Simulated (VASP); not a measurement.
Wanted: the native input for a VASP 6.6.1 run.

```yaml
Task: relaxation of cell and atoms
Functional: PBE
Potentials_or_basis: VASP PAW PBE potentials, release 64 (K_sv, Mg, Pd)
Cutoff: 600 eV
k_mesh: 4 × 4 × 4
Occupations: gaussian, width 0.1 eV
Spin: no spin polarisation
Dipole_correction: no
Further_INCAR_settings: ALGO = Normal; EDIFF = 1e-07; IBRION = 2; EDIFFG = -0.04; NSW = 90; ISIF = 3
```

The structure of KMgPd3 lies in POSCAR:

```
KMgPd3
1.0
    4.2223014700      0.0000000000      0.0000000000
    0.0000000000      4.2223014700      0.0000000000
    0.0000000000      0.0000000000      5.3409076000
K Mg Pd
1 1 3
Direct
    0.0000000000      0.0000000000      0.9824594300
    0.5000000000      0.5000000000      0.6870401500
    0.0000000000      0.5000000000      0.4995295400
    0.5000000000      0.5000000000      0.0993413100
    0.5000000000      0.0000000000      0.4995295400
```

The cell was generated, and may not be a known phase.

The input as run:

INCAR

```
PREC = Accurate ; ENCUT = 600
EDIFF = 1E-7 ; ISMEAR = 0
SIGMA = 0.1 ; LREAL = F
LASPH = T ; NELM = 120
ALGO = Normal ; ISIF = 3
LWAVE = F ; LCHARG = F
GGA = PE ; IBRION = 2
NSW = 90 ; EDIFFG = -0.04
GGA_COMPAT = F ; NELMIN = 4
```

KPOINTS

```
Automatic mesh
0
Gamma
  4 4 4
```

Potentials or basis: VASP PAW PBE potentials, release 64 (K_sv, Mg, Pd).

Run with:

```console
$ cat potpaw_PBE.64/K_sv/POTCAR potpaw_PBE.64/Mg/POTCAR potpaw_PBE.64/Pd/POTCAR > POTCAR
$ mpirun -np 1 vasp_std > vasp.out
```

Results of the run:

```yaml
Relaxed_volume: 21.86 Å³/atom
Relaxed_cell: a = 4.404 Å, b = 4.404 Å, c = 5.636 Å, α = 90.00°, β = 90.00°, γ = 90.00°
Space_group_after_relaxing_to_0.1_Å: P4mm (No. 99)
Energy_gained_by_relaxing: 301.2 meV/atom
Ionic_steps: 15
Pressure_after_relaxing: 0.0 GPa
Largest_force_after_relaxing: 0.018 eV/Å
Band_gap_on_the_k_mesh: zero (an odd number of electrons rules out a gap without spin polarisation)
```

Caveat: the k points lie up to 0.36 Å⁻¹ apart in the final cell, too coarse for converged energies and pressures of a metal.

It took 9.7 min on 1 thread of Oxide Virtual Turin-like Processor (shared host), peak memory 0.24 GiB.
